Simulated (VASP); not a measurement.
Set up this calculation in VASP 6.6.1, as the native input.

| Quantity | Value |
| --- | --- |
| Task | single point |
| Functional | r2SCAN |
| Potentials or basis | VASP PAW PBE potentials, release 64 (S, Ge_d, Br) |
| Cutoff | 520 eV |
| k mesh | 7 × 7 × 7 |
| Occupations | gaussian, width 0.0143 eV |
| Spin | no spin polarisation |
| Dipole correction | no |
| Further INCAR settings | ALGO = Normal; EDIFF = 1e-07; NBANDS = 36 |

The system is GeSBr.

```
CELL_PARAMETERS angstrom
0.00000 3.94172 0.00000
3.94172 0.00000 0.00000
1.97086 1.97086 -8.62646
ATOMIC_POSITIONS crystal
S 0.09731 0.09731 0.80538
S 0.90269 0.90269 0.19462
Ge 0.50000 0.00000 0.00000
Ge 0.00000 0.50000 0.00000
Br 0.31515 0.31515 0.36970
Br 0.68485 0.68485 0.63030
```

The input as run:

POSCAR

```
GeSBr
1.0
    0.0000000000      3.9417154676      0.0000000000
    3.9417154676      0.0000000000      0.0000000000
    1.9708577338      1.9708577338     -8.6264574096
S Ge Br
2 2 2
Direct
    0.0973075182      0.0973075182      0.8053849637
    0.9026924818      0.9026924818      0.1946150363
    0.5000000000      0.0000000000      0.0000000000
    0.0000000000      0.5000000000      0.0000000000
    0.3151513821      0.3151513821      0.3696972358
    0.6848486179      0.6848486179      0.6303027642
```

INCAR.step1

```
SYSTEM = GeSBr
PREC = Accurate ; ENCUT = 520
ISMEAR = 0 ; SIGMA = 0.0143
LREAL = .FALSE. ; LASPH = .TRUE.
NELM = 60 ; NBANDS = 36
GGA = PE ; ALGO = Normal
EDIFF = 1E-4 ; LWAVE = .TRUE.
LCHARG = .FALSE.
```

INCAR.step2

```
SYSTEM = GeSBr
PREC = Accurate ; ENCUT = 520
EDIFF = 1E-7 ; ISMEAR = 0
SIGMA = 0.0143 ; LREAL = .FALSE.
LASPH = .TRUE. ; NELM = 60
ALGO = Normal ; ISIF = 2
LWAVE = .FALSE. ; LCHARG = .TRUE.
METAGGA = R2SCAN ; LMIXTAU = .TRUE.
LELF = .TRUE. ; LVHAR = .TRUE.
NBANDS = 36 ; ISTART = 1
```

KPOINTS

```
regular mesh
0
G
  7 7 7
  0 0 0
```

Potentials or basis: VASP PAW PBE potentials, release 64 (S, Ge_d, Br).

The run is started by

```bash
$ cat potpaw_PBE.64/S/POTCAR potpaw_PBE.64/Ge_d/POTCAR potpaw_PBE.64/Br/POTCAR > POTCAR
$ cp INCAR.step1 INCAR
$ mpirun -np 1 vasp_std > vasp.out
$ cp INCAR.step2 INCAR
$ mpirun -np 1 vasp_std > vasp.out
```

Results of the run:

| Item | Value |
| --- | --- |
| Pressure | -0.2 GPa |
| Largest force | 0.030 eV/Å |
| Band gap on the k mesh | zero (bands 27 and 28 overlap by 0.68 eV) |

Caveat: the PAW data sets were made with another functional, which shifts forces and pressure a little.

Run time: 19 min on 1 thread of AMD EPYC 7R43 64-Core Processor (Zen 3), with other jobs on the host, peak memory 0.33 GiB.
